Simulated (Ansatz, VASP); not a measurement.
# Two plane-wave programs on Bi

INCAR

```
SYSTEM = Bi
PREC = Accurate ; ENCUT = 520
EDIFF = 1E-6 ; ISMEAR = -1
SIGMA = 0.08 ; LREAL = .FALSE.
LASPH = .TRUE. ; NELM = 60
ALGO = Normal ; ISIF = 2
LWAVE = .FALSE. ; LCHARG = .FALSE.
GGA = PE ; NBANDS = 14
```

The input KPOINTS:

```
regular mesh
0
G
  13 13 13
  0 0 0
```

Contents of POSCAR:

```
Bi
1.0
    2.5990401667      0.0000000000      0.0000000000
    0.0000000000      2.5990401667      0.0000000000
    0.0000000000      0.0000000000      2.5990401667
Bi
1
Direct
    0.0000000000      0.0000000000      0.0000000000
```

Input for Ansatz:

```yaml
crystal:
  lattice:
    - [2.5990401667, 0.0, 0.0]
    - [0.0, 2.5990401667, 0.0]
    - [0.0, 0.0, 2.5990401667]
  atoms:
    - { symbol: Bi, position: [0.0, 0.0, 0.0] }
kpoints:
  mp_grid: { grid: [13, 13, 13] }
scf:
  occupations: { method: fermi_dirac, width: 0.08 }
hamiltonian:
  xc: pbe
  pseudopotentials: { kind: paw }
output:
  forces: true
  stress: true
  eigenvalues: true
  populations: true
  write_density: true
  write_potential: true
  elf: true
  volumetric_format: npy
```

Change from the starting cell: volume scaled by 0.5, PAW files.

Alike in both runs: task single point; functional PBE; k mesh 13 × 13 × 13; occupations fermi-dirac, width 0.08 eV; no spin polarisation.

|  | VASP | Ansatz |
| --- | --- | --- |
| version | VASP 6.6.1 | Ansatz 0.2.0 |
| potentials or method | VASP PAW PBE potentials, release 64 (Bi_d) | PAW with Ansatz's default frozen-core files, scalar-relativistic |
| plane-wave cutoff (eV) | 520 | 420 |
| valence electrons in the cell | 15 | 15 |

```tsv
	VASP	Ansatz	Ansatz less VASP
pressure (GPa)	162.4	162.4	+0.02
```

Both programs put the cell under a high pressure, so it lies far from rest at this level. The functional is the same, so the differences come from potentials, cutoffs and numerics.

Spin-orbit coupling is off throughout. Noted on VASP's run: the cell as given lies far from equilibrium.
